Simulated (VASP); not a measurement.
# CdO (Fm-3m) in VASP: notebook

Aim: see how the results for CdO move with the level of theory and the settings. Levels: r2SCAN, PBE. Tasks: single point.

All numbers are computed with VASP 6.6.1; they aren't measurements. Logs are shortened: lines on timing, memory, paths and dates and some standing lists are left out, and cuts for length are marked.

### Step 1. The cell of the first run

It takes space group Fm-3m (No. 225, cubic). Conventional cell: a = 4.706 Å, b = 4.706 Å, c = 4.706 Å, α = 90.00°, β = 90.00°, γ = 90.00°. Within 3.1 Å of Cd (site symmetry m-3m) lie 6 O at 2.35 Å. Within 3.1 Å of O (site symmetry m-3m) lie 6 Cd at 2.35 Å.

### Step 2. Single point, r2SCAN

Input file POSCAR:

```
CdO
1.0
    0.0000000000      2.3530040406      2.3530040406
    2.3530040406      0.0000000000      2.3530040406
    2.3530040406      2.3530040406      0.0000000000
Cd O
1 1
Direct
    0.0000000000      0.0000000000      0.0000000000
    0.5000000000      0.5000000000      0.5000000000
```

Input file INCAR.step1:

```
ALGO = Normal
EDIFF = 1E-5
ENCUT = 770
GGA = PE
GGA_COMPAT = False
ISMEAR = -1
LASPH = True
LCHARG = False
LREAL = False
LWAVE = True
NBANDS = 20
NELM = 120
PREC = Accurate
SIGMA = 0.02
```

Input file INCAR.step2:

```
ALGO = Normal
EDIFF = 1E-6
ENCUT = 770
GGA_COMPAT = False
ISIF = 2
ISMEAR = -1
ISTART = 1
LASPH = True
LCHARG = False
LMIXTAU = True
LREAL = False
LWAVE = False
METAGGA = R2SCAN
NBANDS = 20
NELM = 120
PREC = Accurate
SIGMA = 0.02
```

Input file KPOINTS:

```
k-points
0
Gamma
  10 10 10
```

Potentials or basis: VASP PAW PBE potentials, release 64 (Cd_sv_GW, O).

Run with:

```console
$ cat potpaw_PBE.64/Cd_sv_GW/POTCAR potpaw_PBE.64/O/POTCAR > POTCAR
$ cp INCAR.step1 INCAR
$ mpirun -np 1 vasp_std > vasp.out
$ cp INCAR.step2 INCAR
$ mpirun -np 1 vasp_std > vasp.out
```

OUTCAR:

```text
EDIFF = 1E-6
   ENCUT = 770
   ISIF = 2
   ISMEAR = -1
   ISTART = 1
   LASPH = True
   LREAL = False
   METAGGA = R2SCAN
   NELM = 120
   PREC = Accurate

 ion  position               nearest neighbor table
   1  0.000  0.000  0.000-
   2  0.500  0.500  0.500-

  LATTYP: Found a face centered cubic cell.
 ALAT       =     4.7060080812

  Lattice vectors:

 A1 = (   0.0000000000,   2.3530040406,   2.3530040406)
 A2 = (   2.3530040406,   0.0000000000,   2.3530040406)
 A3 = (   2.3530040406,   2.3530040406,   0.0000000000)

Analysis of symmetry for initial positions (statically):
=====================================================================
 Subroutine PRICEL returns:
 Original cell was already a primitive cell.

 Routine SETGRP: Setting up the symmetry group for a
 face centered cubic supercell.

 Subroutine GETGRP returns: Found 48 space group operations
 (whereof 48 operations were pure point group operations)
 out of a pool of 48 trial point group operations.

The static configuration has the point symmetry O_h .

Analysis of symmetry for dynamics (positions and initial velocities):
=====================================================================
 Subroutine PRICEL returns:
 Original cell was already a primitive cell.

 Routine SETGRP: Setting up the symmetry group for a
 face centered cubic supercell.

 Subroutine GETGRP returns: Found 48 space group operations
 (whereof 48 operations were pure point group operations)
 out of a pool of 48 trial point group operations.

The dynamic configuration has the point symmetry O_h .

 Subroutine INISYM returns: Found 48 space group operations
 (whereof 48 operations are pure point group operations),
 and found     1 'primitive' translations

----------------------------------------------------------------------------------------

                                     Primitive cell

  volume of cell :      26.0554

  direct lattice vectors                    reciprocal lattice vectors
     0.000000000  2.353004041  2.353004041    -0.212494323  0.212494323  0.212494323
     2.353004041  0.000000000  2.353004041     0.212494323 -0.212494323  0.212494323
     2.353004041  2.353004041  0.000000000     0.212494323  0.212494323 -0.212494323

  length of vectors
[... 71 lines left out ...]
   NGXF,Y,Z  is equivalent  to a cutoff of  29.98, 29.98, 29.98 a.u.
 SYSTEM =  unknown system
   PREC   = accura    normal or accurate (medium, high low for compatibility)
   ISTART =      1    job   : 0-new  1-cont  2-samecut
   ICHARG =      0    charge: 1-file 2-atom 10-const
   ISPIN  =      1    spin polarized calculation?
   LNONCOLLINEAR =      F non collinear calculations
   LSORBIT =      F    spin-orbit coupling
   LASPH  =      T    aspherical Exc in radial PAW
   ENCUT  =  770.0 eV  56.59 Ry    7.52 a.u.   7.53  7.53  7.53*2*pi/ulx,y,z
   NELM   =    120;   NELMIN=  2; NELMDL=  0     # of ELM steps
   EDIFF  = 0.1E-05   stopping-criterion for ELM
   LREAL  =      F    real-space projection
   EDIFFG = 0.1E-04   stopping-criterion for IOM
   NSW    =      0    number of steps for IOM
[... 5 lines left out ...]
   TEBEG  =    0.0;   TEEND  =   0.0 temperature during run
   PSTRESS=    0.0 pullay stress
   NELECT =      26.0000    total number of electrons
   NUPDOWN=      -1.0000    fix difference up-down
   EMIN   =  10.00;   EMAX   =-10.00  energy-range for DOS
   EFERMI =   0.00;   METHOD = LEGACY
   ISMEAR =    -1;   SIGMA  =   0.02  broadening in eV -4-tet -1-fermi 0-gaus
   EFERMI_NEDOS =   21; number of points for ismear=-14 and -15
   IALGO  =     38    algorithm
   IMIX   =      4    mixing-type and parameters
     AMIX     =   0.40;   BMIX     =  1.00
     AMIX_MAG =   1.60;   BMIX_MAG =  1.00
  volume/ion in A,a.u.               =      13.03        87.92
  Fermi-wavevector in a.u.,A,eV,Ry     =   1.635937  3.091473 36.413140  2.676290
  Thomas-Fermi vector in A             =   2.727327
   LORBIT       =      0    0 simple, 1 ext, 2 COOP (PROOUT), +10 PAW based schemes
   METAGGA = R2SCAN    functional components
   LHFCALC =     F    Hartree Fock is set to
   AEXX    =    0.0000 exact exchange contribution
   IVDW    =     0    specifies the selected vdW correction
   LEPSILON=     F    determine dielectric tensor
   LRPA    =     F    only Hartree local field effects (RPA)
 non-spin polarized calculation
  energy-cutoff  :      770.00
  volume of cell :       26.06
 maximum number of plane-waves:      1295
   NGX = 15   NGY = 15   NGZ = 15

 number of electron      25.9999994 magnetization

 Free energy of the ion-electron system (eV)
  ---------------------------------------------------
  ext. energy  EPLUGINS =         0.00000000
  ---------------------------------------------------
  free energy    TOTEN  =       -28.67343659 eV

  energy without entropy =      -28.67336193  energy(sigma->0) =      -28.67339926

 E-fermi :   4.6733     XC(G=0): -12.5364

 val. band max:        4.5957288457   @ k =   0.5000   0.0000   0.0000
 cond. band min:       4.6967737431   @ k =   0.0000   0.0000   0.0000
 fundamental gap:      0.1010448974
 Fermi energy:         4.6733080051

 k-point     1 :       0.0000    0.0000    0.0000
  band No.  band energies     occupation
      1     -98.5783      2.00000
      2     -58.7597      2.00000
      3     -58.7597      2.00000
      4     -58.7597      2.00000
      5     -13.6503      2.00000
      6      -2.3061      2.00000
[... 541 lines left out ...]
     19      29.0434      0.00000
     20      29.1629      0.00000

 [... further k-points ...]

------------------------ aborting loop because EDIFF is reached ----------------------------------------

  FORCE on cell =-STRESS in cart. coord.  units (eV):
  Direction    XX          YY          ZZ          XY          YZ          ZX
  --------------------------------------------------------------------------------------
  -------------------------------------------------------------------------------------
  Total       -0.0636694     -0.0636694     -0.0636694      0.0000000      0.0000000      0.0000000
  in kB       -3.9151025     -3.9151025     -3.9151025      0.0000000      0.0000000      0.0000000
  external PRESSURE =      -3.9151025 kB  Pullay stress =       0.0000000 kB

 VOLUME and BASIS-vectors are now :
 -----------------------------------------------------------------------------
  energy-cutoff  :      770.00
  volume of cell :       26.06
      direct lattice vectors                 reciprocal lattice vectors
     0.000000000  2.353004041  2.353004041    -0.212494323  0.212494323  0.212494323
     2.353004041  0.000000000  2.353004041     0.212494323 -0.212494323  0.212494323
     2.353004041  2.353004041  0.000000000     0.212494323  0.212494323 -0.212494323

 POSITION                                       TOTAL-FORCE (eV/Angst)
 -----------------------------------------------------------------------------------
      0.00000      0.00000      0.00000        -0.000000     -0.000000     -0.000000
      2.35300      2.35300      2.35300         0.000000      0.000000      0.000000
 -----------------------------------------------------------------------------------
    total drift:                                0.000000      0.000000      0.000000

  FREE ENERGIE OF THE ION-ELECTRON SYSTEM (eV)
  ---------------------------------------------------
  free  energy   TOTEN  =       -28.6734365937 eV

  energy  without entropy=      -28.6733619314  energy(sigma->0) =      -28.67339926
```

OUTCAR.step1:

```text
EDIFF = 1E-5
   ENCUT = 770
   GGA = PE
   ISMEAR = -1
   LASPH = True
[... 772 lines left out ...]
      0.00000      0.00000      0.00000         0.000000     -0.000000      0.000000
      2.35300      2.35300      2.35300        -0.000000      0.000000     -0.000000
 -----------------------------------------------------------------------------------
    total drift:                                0.000000      0.000000      0.000000

  FREE ENERGIE OF THE ION-ELECTRON SYSTEM (eV)
  ---------------------------------------------------
  free  energy   TOTEN  =        -7.8172426006 eV

  energy  without entropy=       -7.8170757924  energy(sigma->0) =       -7.81715920
```

It took 2 min on 1 thread of Intel Xeon Platinum 8488C (Sapphire Rapids), shared host; peak memory 0.21 GiB.

What came out:

```
Free energy            : -28.6734 eV
Pressure               : -0.4 GPa
Band gap on the k mesh : 0.10 eV (least direct gap 1.46 eV)
```

Caveat: semilocal functionals underestimate gaps, and a narrow one can read as zero; the PAW data sets were made with another functional, which shifts forces and pressure a little. A k mesh can miss the band edges.

### Step 3. Single point, r2SCAN (13.42 Å³/atom)

This run uses another cell than the first one, of 13.42 Å³/atom.

Input file POSCAR:

```
CdO
1.0
    0.0000000000      2.3763026247      2.3763026247
    2.3763026247      0.0000000000      2.3763026247
    2.3763026247      2.3763026247      0.0000000000
Cd O
1 1
Direct
    0.0000000000      0.0000000000      0.0000000000
    0.5000000000      0.5000000000      0.5000000000
```

Input file INCAR.step1:

```
PREC = Accurate ; ENCUT = 770
ISMEAR = -1 ; SIGMA = 0.02
LREAL = False ; LASPH = True
NELM = 120 ; NBANDS = 20
GGA = PE ; ALGO = Normal
EDIFF = 1E-5 ; LWAVE = True
LCHARG = False ; GGA_COMPAT = False
```

Input file INCAR.step2:

```
PREC = Accurate ; ENCUT = 770
EDIFF = 1E-6 ; ISMEAR = -1
SIGMA = 0.02 ; LREAL = False
LASPH = True ; NELM = 120
ALGO = Normal ; ISIF = 2
LWAVE = False ; LCHARG = False
METAGGA = R2SCAN ; LMIXTAU = True
NBANDS = 20 ; ISTART = 1
GGA_COMPAT = False
```

Input file KPOINTS:

```
regular mesh
0
Gamma
  8 8 8
```

Potentials or basis: VASP PAW PBE potentials, release 64 (Cd_sv_GW, O).

Run with:

```console
$ cat potpaw_PBE.64/Cd_sv_GW/POTCAR potpaw_PBE.64/O/POTCAR > POTCAR
$ cp INCAR.step1 INCAR
$ mpirun -np 1 vasp_std > vasp.out
$ cp INCAR.step2 INCAR
$ mpirun -np 1 vasp_std > vasp.out
```

Wall time 2.2 min (1 thread of Intel Xeon Platinum 8375C at 2.90GHz (Ice Lake), shared host); peak memory 0.2 GiB.

It converged, with:

```
Free energy            : -28.6630 eV
Pressure               : -4.4 GPa
Band gap on the k mesh : 0.04 eV (least direct gap 1.28 eV)
```

Levels at points of the mesh, in eV from the valence-band top:
```csv
k point,band 10,band 11,band 12,band 13,band 14,band 15,band 16,band 17
"(0.00, 0.00, 0.00)",-6.56,-1.24,-1.24,-1.24,0.04,15.17,17.56,17.56
"(0.50, 0.00, 0.00)",-6.36,-3.74,0.00,0.00,5.04,7.80,12.57,12.57
"(0.50, 0.50, 0.00)",-5.95,-4.06,-2.17,-2.17,4.45,9.14,11.68,14.01
```

Caveat: the cell stands under tension; the smearing spreads over this small gap; semilocal functionals underestimate gaps, and a narrow one can read as zero; the PAW data sets were made with another functional, which shifts forces and pressure a little.

### Step 4. Single point, PBE

Input file INCAR:

```
PREC     = Accurate       # precision mode
ENCUT    = 700            # plane-wave cutoff, eV
EDIFF    = 1E-6           # SCF threshold, eV
ISMEAR   = -1             # smearing method
SIGMA    = 0.02           # smearing width, eV
LREAL    = False          # projectors in reciprocal space
LASPH    = True           # aspherical terms in the spheres
NELM     = 120            # most SCF steps
ALGO     = Normal         # electronic algorithm
ISIF     = 2              # what is computed and relaxed
LWAVE    = False          # write WAVECAR
LCHARG   = True           # write CHGCAR
GGA      = PE             # functional
LELF     = True           # ELF
LVHAR    = True         
NBANDS   = 20             # bands
GGA_COMPAT= False
```

Input file KPOINTS:

```
regular mesh
0
Gamma
  10 10 10
```

Input file POSCAR:

```
CdO
1.0
    0.0000000000      2.3530040406      2.3530040406
    2.3530040406      0.0000000000      2.3530040406
    2.3530040406      2.3530040406      0.0000000000
Cd O
1 1
Direct
    0.0000000000      0.0000000000      0.0000000000
    0.5000000000      0.5000000000      0.5000000000
```

Potentials or basis: VASP PAW PBE potentials, release 64 (Cd_sv_GW, O).

Run with:

```console
$ cat potpaw_PBE.64/Cd_sv_GW/POTCAR potpaw_PBE.64/O/POTCAR > POTCAR
$ mpirun -np 1 vasp_std > vasp.out
```

OUTCAR:

```text
PREC = Accurate
   ENCUT = 700
   EDIFF = 1E-6
   ISMEAR = -1
   LREAL = False
   LASPH = True
   NELM = 120
   ISIF = 2
   GGA = PE

 ion  position               nearest neighbor table
   1  0.000  0.000  0.000-
   2  0.500  0.500  0.500-

  LATTYP: Found a face centered cubic cell.
 ALAT       =     4.7060080812

  Lattice vectors:

 A1 = (   0.0000000000,   2.3530040406,   2.3530040406)
 A2 = (   2.3530040406,   0.0000000000,   2.3530040406)
 A3 = (   2.3530040406,   2.3530040406,   0.0000000000)

Analysis of symmetry for initial positions (statically):
=====================================================================
 Subroutine PRICEL returns:
 Original cell was already a primitive cell.

 Routine SETGRP: Setting up the symmetry group for a
 face centered cubic supercell.

 Subroutine GETGRP returns: Found 48 space group operations
 (whereof 48 operations were pure point group operations)
[... 158 lines left out ...]
  ext. energy  EPLUGINS =         0.00000000
  ---------------------------------------------------
  free energy    TOTEN  =        -7.81675922 eV

  energy without entropy =       -7.81659241  energy(sigma->0) =       -7.81667581

 E-fermi :   4.9804     XC(G=0): -11.8865

 val. band max:        4.9323541845   @ k =   0.5000   0.0000   0.0000
 cond. band min:       5.5351812451   @ k =   0.1000   0.0000   0.0000
 fundamental gap:      0.6028270606
 Fermi energy:         4.9803744288

 k-point     1 :       0.0000    0.0000    0.0000
  band No.  band energies     occupation
      1     -95.5082      2.00000
      2     -56.5876      2.00000
      3     -56.5876      2.00000
      4     -56.5876      2.00000
      5     -12.3927      2.00000
      6      -1.7639      2.00000
[... 541 lines left out ...]
     19      28.3086      0.00000
     20      28.4228      0.00000

 [... further k-points ...]

------------------------ aborting loop because EDIFF is reached ----------------------------------------

  FORCE on cell =-STRESS in cart. coord.  units (eV):
  Direction    XX          YY          ZZ          XY          YZ          ZX
  --------------------------------------------------------------------------------------
  -------------------------------------------------------------------------------------
  Total        0.8454932      0.8454932      0.8454932      0.0000000      0.0000000     -0.0000000
  in kB       51.9903415     51.9903415     51.9903415      0.0000000      0.0000000     -0.0000000
  external PRESSURE =      51.9903415 kB  Pullay stress =       0.0000000 kB

 VOLUME and BASIS-vectors are now :
 -----------------------------------------------------------------------------
  energy-cutoff  :      700.00
  volume of cell :       26.06
      direct lattice vectors                 reciprocal lattice vectors
     0.000000000  2.353004041  2.353004041    -0.212494323  0.212494323  0.212494323
     2.353004041  0.000000000  2.353004041     0.212494323 -0.212494323  0.212494323
     2.353004041  2.353004041  0.000000000     0.212494323  0.212494323 -0.212494323

 POSITION                                       TOTAL-FORCE (eV/Angst)
 -----------------------------------------------------------------------------------
      0.00000      0.00000      0.00000        -0.000000      0.000000     -0.000000
      2.35300      2.35300      2.35300         0.000000     -0.000000      0.000000
 -----------------------------------------------------------------------------------
    total drift:                                0.000000      0.000000      0.000000

  FREE ENERGIE OF THE ION-ELECTRON SYSTEM (eV)
  ---------------------------------------------------
  free  energy   TOTEN  =        -7.8167592178 eV

  energy  without entropy=       -7.8165924062  energy(sigma->0) =       -7.81667581
```

It took 46 s on 1 thread of Intel Xeon Platinum 8259CL at 2.50GHz (Skylake/Cascade Lake), shared host; peak memory 0.21 GiB.

What came out:

| Quantity | Value |
| --- | --- |
| Free energy | -7.8168 eV |
| Pressure | 5.2 GPa |
| Band gap on the k mesh | zero (bands 13 and 14 overlap by 0.42 eV) |

Caveat: the cell stands under pressure; semilocal functionals underestimate gaps, and a narrow one can read as zero.

### Step 5. The runs side by side

```tsv
level	cell	k mesh	cutoff (eV)	gap on the mesh (eV)	pressure (GPa)
r2SCAN	a = 3.328 Å, angles 60.0°, 2 atoms	10 × 10 × 10	770	0.10	-0.4
r2SCAN	a = 3.361 Å, angles 60.0°, 2 atoms	8 × 8 × 8	770	0.04	-4.4
PBE	a = 3.328 Å, angles 60.0°, 2 atoms	10 × 10 × 10	700	none	5.2
```

Alike in all rows: task single point; potentials or basis VASP PAW PBE potentials, release 64 (Cd_sv_GW, O); no spin polarisation; smearing fermi-dirac 0.02 eV.

Caveats: semilocal functionals underestimate gaps, and a narrow one can read as zero; the PAW data sets were made with another functional, which shifts forces and pressure a little (at least some runs); the cell stands under tension (at least some runs); the smearing spreads over this small gap (at least some runs); the cell stands under pressure (at least some runs).

Absolute energies hang on the potentials; compare differences alone.

The gap in the log of VASP goes by the Fermi energy; the results here count the filled bands.